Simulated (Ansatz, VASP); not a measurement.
**SrTiO3: VASP beside Ansatz**

The input INCAR:

```
PREC     = Accurate       # precision mode
ENCUT    = 520            # plane-wave cutoff, eV
EDIFF    = 1E-7           # SCF threshold, eV
ISMEAR   = 0              # smearing method
SIGMA    = 0.05           # smearing width, eV
LREAL    = F              # projectors in reciprocal space
LASPH    = T              # aspherical terms in the spheres
NELM     = 80             # most SCF steps
ALGO     = Normal         # electronic algorithm
ISIF     = 2              # what is computed and relaxed
LWAVE    = F              # write WAVECAR
LCHARG   = T              # write CHGCAR
GGA      = PE             # functional
LELF     = T              # ELF
LVHAR    = T            
NBANDS   = 51             # bands
```

The input KPOINTS:

```
regular mesh
0
Gamma
  8 8 8
```

POSCAR

```
SrTiO3
1.0
   -2.9398396804      2.7819705841      3.9861946828
    2.7819705841     -2.9398396804      3.9861946828
    2.8287365685      2.8287365685     -4.0972977947
Sr Ti O
2 2 6
Direct
    0.7500000000      0.2500000000      0.5000000000
    0.2500000000      0.7500000000      0.5000000000
    0.0000000000      0.0000000000      0.0000000000
    0.5000000000      0.5000000000      0.0000000000
    0.2500000000      0.2500000000      0.0000000000
    0.7500000000      0.7500000000      0.0000000000
    0.7280787197      0.2280787197      0.9561574394
    0.2280787197      0.2719212803      0.5000000000
    0.2719212803      0.7719212803      0.0438425606
    0.7719212803      0.7280787197      0.5000000000
```

Input for Ansatz:

```yaml
crystal:
  lattice:
    - [-2.9398396804, 2.7819705841, 3.9861946828]
    - [2.7819705841, -2.9398396804, 3.9861946828]
    - [2.8287365685, 2.8287365685, -4.0972977947]
  atoms:
    - { symbol: Sr, position: [0.75, 0.25, 0.5] }
    - { symbol: Sr, position: [0.25, 0.75, 0.5] }
    - { symbol: Ti, position: [0.0, 0.0, 0.0] }
    - { symbol: Ti, position: [0.5, 0.5, 0.0] }
    - { symbol: O, position: [0.25, 0.25, 0.0] }
    - { symbol: O, position: [0.75, 0.75, 0.0] }
    - { symbol: O, position: [0.7280787197, 0.2280787197, 0.9561574394] }
    - { symbol: O, position: [0.2280787197, 0.2719212803, 0.5] }
    - { symbol: O, position: [0.2719212803, 0.7719212803, 0.0438425606] }
    - { symbol: O, position: [0.7719212803, 0.7280787197, 0.5] }
basis:
  ecutwfc: 520.0
kpoints:
  mp_grid: { grid: [8, 8, 8] }
hamiltonian:
  xc: pbe
  pseudopotentials: { kind: paw, azcp: { folder: soft_1 } }
scf:
  occupations: { method: gaussian, width: 0.05 }
output:
  forces: true
  stress: true
  eigenvalues: true
```

Change from the starting cell: equal engineering shear yz, xz and xy -0.0400, equal normal strain along x, y and z +0.0100.

Alike in both runs: task single point; functional PBE; k mesh 8 × 8 × 8; occupations gaussian, width 0.05 eV; no spin polarisation.

|  | VASP | Ansatz |
| --- | --- | --- |
| version | VASP 6.6.1 | Ansatz 0.2.0 |
| potentials or method | VASP PAW PBE potentials, release 64 (Sr_sv, Ti_sv, O), cutoff 520 eV | scalar-relativistic, plane waves, PAW |
| valence electrons in the cell | 80 | 80 |

```tsv
	VASP	Ansatz	Ansatz less VASP
gap on the k mesh at the Fermi level (eV)	1.66	1.69	+0.032
least direct gap on the mesh (eV)	1.66	1.69	+0.032
pressure (GPa)	-3.6	-4.2	-0.57
traceless stress, the component that is largest in VASP (GPa)	4.29	4.28	-0.018
rms of the force components (eV/Å)	0.035	0.033	-0.0022
```

Atom by atom the forces differ by 0.002 eV/Å (rms over components).
